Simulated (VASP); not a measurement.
# MnO2 (P4_2/mnm) in VASP: single point with PBE+U

Aim: the single point of MnO2 with PBE+U.

Program: VASP 6.6.1. These are calculated values, not measurements. Logs are shortened: lines on timing, memory, paths and dates and some standing lists are left out, and cuts for length are marked.

### 1 The cell of the first run

The structure is tetragonal, space group P4_2/mnm (No. 136). Conventional cell: a = 4.396 Å, b = 4.396 Å, c = 2.871 Å, α = 90.00°, β = 90.00°, γ = 90.00°. Mn (site symmetry mmm) has 6 O at 1.88 to 1.89 Å within 2.5 Å. O (site symmetry m2m) has 3 Mn at 1.88 to 1.89 Å and 1 O at 2.46 Å within 2.5 Å.

### 2 Single point, PBE+U, collinear spin, ferrimagnetic start

INCAR reads:

```
SYSTEM = MnO2
PREC = Accurate
ENCUT = 520
EDIFF = 1E-6
ISMEAR = 0
SIGMA = 0.05
LREAL = .False.
LASPH = .True.
NELM = 150
ALGO = Normal
ISIF = 2
LWAVE = .False.
LCHARG = .True.
ISPIN = 2
MAGMOM = 0.69 -2.67 0.03 0.03 0.03 0.03
LORBIT = 11
LMAXMIX = 4
LDAU = .True.
LDAUTYPE = 2
LDAUL = 2 -1
LDAUU = 2 0
LDAUJ = 0 0
LDAUPRINT = 1
GGA = PE
LELF = .True.
LVHAR = .True.
NBANDS = 38
```

KPOINTS reads:

```
Automatic mesh
0
Gamma
  4 4 7
  0 0 0
```

POSCAR reads:

```
MnO2
1.0
    4.3959987700      0.0000000000      0.0000000000
    0.0000000000      4.3959987700      0.0000000000
    0.0000000000      0.0000000000      2.8709991900
Mn O
2 4
Direct
    0.0000000000      0.0000000000      0.0000000000
    0.5000000000      0.5000000000      0.5000000000
    0.3020000000      0.3020000000      0.0000000000
    0.1980000000      0.8020000000      0.5000000000
    0.6980000000      0.6980000000      0.0000000000
    0.8020000000      0.1980000000      0.5000000000
```

Potentials or basis: VASP PAW PBE potentials, release 64 (Mn_pv, O).

Command:

```console
$ cat potpaw_PBE.64/Mn_pv/POTCAR potpaw_PBE.64/O/POTCAR > POTCAR
$ mpirun -np 1 vasp_std > vasp.out
```

OUTCAR:

```text
SYSTEM = MnO2
   PREC = Accurate
   ENCUT = 520
   EDIFF = 1E-6
   ISMEAR = 0
   LREAL = .False.
   LASPH = .True.
   NELM = 150
   ISIF = 2
   ISPIN = 2
   LORBIT = 11
   GGA = PE

 ion  position               nearest neighbor table
   1  0.000  0.000  0.000-   3 1.88   5 1.88   4 1.89   6 1.89   4 1.89   6 1.89
   2  0.500  0.500  0.500-   4 1.88   6 1.88   5 1.89   3 1.89   3 1.89   5 1.89
   3  0.302  0.302  0.000-   1 1.88   2 1.89   2 1.89
   4  0.198  0.802  0.500-   2 1.88   1 1.89   1 1.89
   5  0.698  0.698  0.000-   1 1.88   2 1.89   2 1.89
   6  0.802  0.198  0.500-   2 1.88   1 1.89   1 1.89

  LATTYP: Found a simple tetragonal cell.
 ALAT       =     4.3959987700
 C/A-ratio  =     0.6530937200

  Lattice vectors:

 A1 = (   4.3959987700,   0.0000000000,   0.0000000000)
 A2 = (   0.0000000000,   4.3959987700,   0.0000000000)
 A3 = (   0.0000000000,   0.0000000000,   2.8709991900)

Analysis of symmetry for initial positions (statically):
=====================================================================
 Subroutine PRICEL returns:
 Original cell was already a primitive cell.

 Routine SETGRP: Setting up the symmetry group for a
 simple tetragonal supercell.

 Subroutine GETGRP returns: Found 16 space group operations
 (whereof  8 operations were pure point group operations)
 out of a pool of 16 trial point group operations.

The static configuration has the point symmetry D_2h.
 The point group associated with its full space group is D_4h.

Analysis of symmetry for dynamics (positions and initial velocities):
=====================================================================
 Subroutine PRICEL returns:
 Original cell was already a primitive cell.

 Routine SETGRP: Setting up the symmetry group for a
 simple tetragonal supercell.

 Subroutine GETGRP returns: Found 16 space group operations
 (whereof  8 operations were pure point group operations)
 out of a pool of 16 trial point group operations.

The dynamic configuration has the point symmetry D_2h.
 The point group associated with its full space group is D_4h.

Analysis of structural, dynamic, and magnetic symmetry:
=====================================================================
 Subroutine PRICEL returns:
 Original cell was already a primitive cell.

 Routine SETGRP: Setting up the symmetry group for a
 simple tetragonal supercell.

 Subroutine GETGRP returns: Found  8 space group operations
 (whereof  8 operations were pure point group operations)
 out of a pool of 16 trial point group operations.

The overall configuration has the point symmetry D_2h.

 Subroutine INISYM returns: Found  8 space group operations
 (whereof  8 operations are pure point group operations),
 and found     1 'primitive' translations

----------------------------------------------------------------------------------------

                                     Primitive cell

  volume of cell :      55.4815

  direct lattice vectors                    reciprocal lattice vectors
     4.395998770  0.000000000  0.000000000     0.227479590  0.000000000  0.000000000
     0.000000000  4.395998770  0.000000000     0.000000000  0.227479590  0.000000000
     0.000000000  0.000000000  2.870999190     0.000000000  0.000000000  0.348310791

  length of vectors
     4.395998770  4.395998770  2.870999190     0.227479590  0.227479590  0.348310791

  position of ions in fractional coordinates (direct lattice)
     0.000000000  0.000000000  0.000000000
     0.500000000  0.500000000  0.500000000
     0.302000000  0.302000000  0.000000000
     0.198000000  0.802000000  0.500000000
     0.698000000  0.698000000  0.000000000
     0.802000000  0.198000000  0.500000000

  ion indices of the primitive-cell ions
   primitive index   ion index
                 1           1
                 2           2
                 3           3
                 4           4
                 5           5
                 6           6

----------------------------------------------------------------------------------------

 KPOINTS: Automatic mesh
[... 100 lines left out ...]
   IVDW    =     0    specifies the selected vdW correction
   LEPSILON=     F    determine dielectric tensor
   LRPA    =     F    only Hartree local field effects (RPA)
 spin polarized calculation
 Gauss-broadening in eV      SIGMA  =   0.05
  energy-cutoff  :      520.00
  volume of cell :       55.48
 maximum number of plane-waves:      1510
 NGX is ok and might be reduce to    36
   NGX = 17   NGY = 17   NGZ = 11

 number of electron      49.9999990 magnetization       0.0004725

atom =   1  type =  1  l = 2

 onsite density matrix

spin component  1

  0.5956  0.0000  0.2141  0.0000 -0.0000
  0.0000  0.7136  0.0000  0.2411  0.0000
  0.2141  0.0000  0.8239  0.0000 -0.0000
  0.0000  0.2411  0.0000  0.7136  0.0000
 -0.0000  0.0000 -0.0000  0.0000  0.9560

spin component  2

  0.2724  0.0000 -0.1180  0.0000  0.0000
  0.0000  0.2512  0.0000 -0.1035  0.0000
 -0.1180  0.0000  0.1540  0.0000 -0.0000
  0.0000 -0.1035  0.0000  0.2512  0.0000
  0.0000  0.0000 -0.0000  0.0000  0.1708

 occupancies and eigenvectors

  o =  0.0812  v =  0.0000  0.0000  0.0000  0.0000  0.0000 -0.5252  0.0000 -0.8510 -0.0000 -0.0000      0.0000  0.0000  0.0000  0.0000  0.0000  0.0000  0.0000  0.0000  0.0000  0.0000
  o =  0.1477  v =  0.0000  0.0000  0.0000  0.0000  0.0000  0.0000  0.7071 -0.0000  0.7071  0.0000      0.0000  0.0000  0.0000  0.0000  0.0000  0.0000  0.0000  0.0000  0.0000  0.0000
  o =  0.1708  v =  0.0000  0.0000  0.0000  0.0000  0.0000 -0.0000 -0.0000 -0.0000  0.0000  1.0000      0.0000  0.0000  0.0000  0.0000  0.0000  0.0000  0.0000  0.0000  0.0000  0.0000
  o =  0.3452  v =  0.0000  0.0000  0.0000  0.0000  0.0000  0.8510 -0.0000 -0.5252  0.0000  0.0000      0.0000  0.0000  0.0000  0.0000  0.0000  0.0000  0.0000  0.0000  0.0000  0.0000
  o =  0.3546  v =  0.0000  0.0000  0.0000  0.0000  0.0000  0.0000  0.7071  0.0000 -0.7071  0.0000      0.0000  0.0000  0.0000  0.0000  0.0000  0.0000  0.0000  0.0000  0.0000  0.0000
  o =  0.4671  v = -0.8575  0.0000  0.5145  0.0000 -0.0000  0.0000  0.0000  0.0000  0.0000  0.0000      0.0000  0.0000  0.0000  0.0000  0.0000  0.0000  0.0000  0.0000  0.0000  0.0000
  o =  0.4725  v =  0.0000  0.7071 -0.0000 -0.7071 -0.0000  0.0000  0.0000  0.0000  0.0000  0.0000      0.0000  0.0000  0.0000  0.0000  0.0000  0.0000  0.0000  0.0000  0.0000  0.0000
  o =  0.9523  v = -0.5145  0.0000 -0.8575  0.0000  0.0000  0.0000  0.0000  0.0000  0.0000  0.0000      0.0000  0.0000  0.0000  0.0000  0.0000  0.0000  0.0000  0.0000  0.0000  0.0000
  o =  0.9548  v =  0.0000  0.7071 -0.0000  0.7071 -0.0000  0.0000  0.0000  0.0000  0.0000  0.0000      0.0000  0.0000  0.0000  0.0000  0.0000  0.0000  0.0000  0.0000  0.0000  0.0000
  o =  0.9560  v =  0.0000  0.0000  0.0000  0.0000  1.0000  0.0000  0.0000  0.0000  0.0000  0.0000      0.0000  0.0000  0.0000  0.0000  0.0000  0.0000  0.0000  0.0000  0.0000  0.0000

atom =   2  type =  1  l = 2

 onsite density matrix

spin component  1

  0.2724  0.0000  0.1180  0.0000 -0.0000
  0.0000  0.2512  0.0000  0.1035  0.0000
  0.1180  0.0000  0.1540  0.0000  0.0000
  0.0000  0.1035  0.0000  0.2512  0.0000
 -0.0000  0.0000  0.0000  0.0000  0.1707

spin component  2

  0.5956  0.0000 -0.2141  0.0000  0.0000
  0.0000  0.7137  0.0000 -0.2411  0.0000
 -0.2141  0.0000  0.8240  0.0000 -0.0000
  0.0000 -0.2411  0.0000  0.7137  0.0000
  0.0000  0.0000 -0.0000  0.0000  0.9560

 occupancies and eigenvectors

  o =  0.0812  v = -0.5251  0.0000  0.8510 -0.0000 -0.0000  0.0000  0.0000  0.0000  0.0000  0.0000      0.0000  0.0000  0.0000  0.0000  0.0000  0.0000  0.0000  0.0000  0.0000  0.0000
  o =  0.1477  v =  0.0000  0.7071 -0.0000 -0.7071  0.0000  0.0000  0.0000  0.0000  0.0000  0.0000      0.0000  0.0000  0.0000  0.0000  0.0000  0.0000  0.0000  0.0000  0.0000  0.0000
  o =  0.1707  v = -0.0000  0.0000  0.0000  0.0000  1.0000  0.0000  0.0000  0.0000  0.0000  0.0000      0.0000  0.0000  0.0000  0.0000  0.0000  0.0000  0.0000  0.0000  0.0000  0.0000
  o =  0.3452  v = -0.8510 -0.0000 -0.5251 -0.0000 -0.0000  0.0000  0.0000  0.0000  0.0000  0.0000      0.0000  0.0000  0.0000  0.0000  0.0000  0.0000  0.0000  0.0000  0.0000  0.0000
  o =  0.3547  v =  0.0000 -0.7071  0.0000 -0.7071  0.0000  0.0000  0.0000  0.0000  0.0000  0.0000      0.0000  0.0000  0.0000  0.0000  0.0000  0.0000  0.0000  0.0000  0.0000  0.0000
  o =  0.4671  v =  0.0000  0.0000  0.0000  0.0000  0.0000  0.8575 -0.0000  0.5145 -0.0000  0.0000      0.0000  0.0000  0.0000  0.0000  0.0000  0.0000  0.0000  0.0000  0.0000  0.0000
  o =  0.4725  v =  0.0000  0.0000  0.0000  0.0000  0.0000  0.0000  0.7071  0.0000  0.7071  0.0000      0.0000  0.0000  0.0000  0.0000  0.0000  0.0000  0.0000  0.0000  0.0000  0.0000
  o =  0.9524  v =  0.0000  0.0000  0.0000  0.0000  0.0000 -0.5145 -0.0000  0.8575  0.0000  0.0000      0.0000  0.0000  0.0000  0.0000  0.0000  0.0000  0.0000  0.0000  0.0000  0.0000
  o =  0.9548  v =  0.0000  0.0000  0.0000  0.0000  0.0000 -0.0000  0.7071  0.0000 -0.7071  0.0000      0.0000  0.0000  0.0000  0.0000  0.0000  0.0000  0.0000  0.0000  0.0000  0.0000
  o =  0.9560  v =  0.0000  0.0000  0.0000  0.0000  0.0000  0.0000 -0.0000 -0.0000  0.0000  1.0000      0.0000  0.0000  0.0000  0.0000  0.0000  0.0000  0.0000  0.0000  0.0000  0.0000

 number of electron      49.9999990 magnetization      -0.0000792

 Free energy of the ion-electron system (eV)
  ---------------------------------------------------
  ext. energy  EPLUGINS =         0.00000000
  ---------------------------------------------------
  free energy    TOTEN  =       -44.91965337 eV

  energy without entropy =      -44.91964704  energy(sigma->0) =      -44.91965021

 E-fermi :   5.2954     XC(G=0): -12.0335

 val. band max:        5.1907264740   @ k =   0.5000   0.5000   0.0000
 cond. band min:       5.4008224043   @ k =   0.0000   0.0000   0.0000
 fundamental gap:      0.2100959303
 Fermi energy:         5.2953832338

 spin component 1

 k-point     1 :       0.0000    0.0000    0.0000
  band No.  band energies     occupation
      1     -45.5521      1.00000
      2     -45.4753      1.00000
      3     -45.4047      1.00000
      4     -42.4920      1.00000
      5     -42.4256      1.00000
      6     -42.4230      1.00000
[... 1913 lines left out ...]
     36      20.0141      0.00000
     37      21.4401      0.00000

 [... further k-points ...]

 [bands above 37 left out]

------------------------ aborting loop because EDIFF is reached ----------------------------------------

  FORCE on cell =-STRESS in cart. coord.  units (eV):
  Direction    XX          YY          ZZ          XY          YZ          ZX
  --------------------------------------------------------------------------------------
  -------------------------------------------------------------------------------------
  Total        2.3555237      2.3555237      2.3566560     -0.0016514      0.0000000      0.0000000
  in kB       68.0220728     68.0220728     68.0547706     -0.0476883      0.0000000      0.0000000
  external PRESSURE =      68.0329720 kB  Pullay stress =       0.0000000 kB

 VOLUME and BASIS-vectors are now :
 -----------------------------------------------------------------------------
  energy-cutoff  :      520.00
  volume of cell :       55.48
      direct lattice vectors                 reciprocal lattice vectors
     4.395998770  0.000000000  0.000000000     0.227479590  0.000000000  0.000000000
     0.000000000  4.395998770  0.000000000     0.000000000  0.227479590  0.000000000
     0.000000000  0.000000000  2.870999190     0.000000000  0.000000000  0.348310791

 POSITION                                       TOTAL-FORCE (eV/Angst)
 -----------------------------------------------------------------------------------
      0.00000      0.00000      0.00000        -0.000000      0.000000      0.000000
      2.19800      2.19800      1.43550        -0.000000      0.000000      0.000000
      1.32759      1.32759      0.00000         0.287729      0.287729      0.000000
      0.87041      3.52559      1.43550        -0.288215      0.288215      0.000000
      3.06841      3.06841      0.00000        -0.287729     -0.287729     -0.000000
      3.52559      0.87041      1.43550         0.288215     -0.288215     -0.000000
 -----------------------------------------------------------------------------------
    total drift:                                0.000000      0.000000      0.000000

  FREE ENERGIE OF THE ION-ELECTRON SYSTEM (eV)
  ---------------------------------------------------
  free  energy   TOTEN  =       -44.9196533732 eV

  energy  without entropy=      -44.9196470438  energy(sigma->0) =      -44.91965021

 total charge

# of ion       s       p       d       tot
------------------------------------------
    1        0.357   6.472   4.868  11.697
    2        0.357   6.472   4.868  11.697
    3        1.568   3.474   0.000   5.042
    4        1.568   3.474   0.000   5.042
    5        1.568   3.474   0.000   5.042
    6        1.568   3.474   0.000   5.042
--------------------------------------------------
tot          6.985  26.841   9.737  43.562

 magnetization (x)

# of ion       s       p       d       tot
------------------------------------------
    1        0.014   0.024   2.702   2.740
    2       -0.014  -0.024  -2.702  -2.740
    3       -0.001  -0.023   0.000  -0.024
    4        0.001   0.023   0.000   0.024
    5       -0.001  -0.023   0.000  -0.024
    6        0.001   0.023   0.000   0.024
--------------------------------------------------
tot          0.000   0.000  -0.000  -0.000
```

Wall time 2 min (1 thread of Intel Xeon Platinum 8488C (Sapphire Rapids), shared host); peak memory 0.24 GiB.

What came out:

```yaml
Free_energy: -44.9197 eV
Pressure: 6.8 GPa
Largest_force: 0.408 eV/Å
Band_gap_on_the_k_mesh: 0.21 eV, indirect (least direct gap 0.24 eV)
Net_moment: 0.00 μB per cell
Site_moments: Mn +2.74, -2.74; O -0.02, +0.02 μB
Valence_electrons_inside_the_program's_atomic_spheres: Mn 11.70; O 5.04
```

Forces on the atoms (eV/Å):
```
Mn   0.000  0.000  0.000
Mn   0.000  0.000  0.000
O    0.288  0.288  0.000
O   -0.288  0.288  0.000
O   -0.288 -0.288  0.000
O    0.288 -0.288  0.000
```

Eigenvalues of the final occupation matrices:
```
    site  spin  trace               eigenvalues
site 1 d     1   3.80  0.47 0.47 0.95 0.95 0.96
site 1 d     2   1.10  0.08 0.15 0.17 0.35 0.35
site 2 d     1   1.10  0.08 0.15 0.17 0.35 0.35
site 2 d     2   3.80  0.47 0.47 0.95 0.95 0.96
```
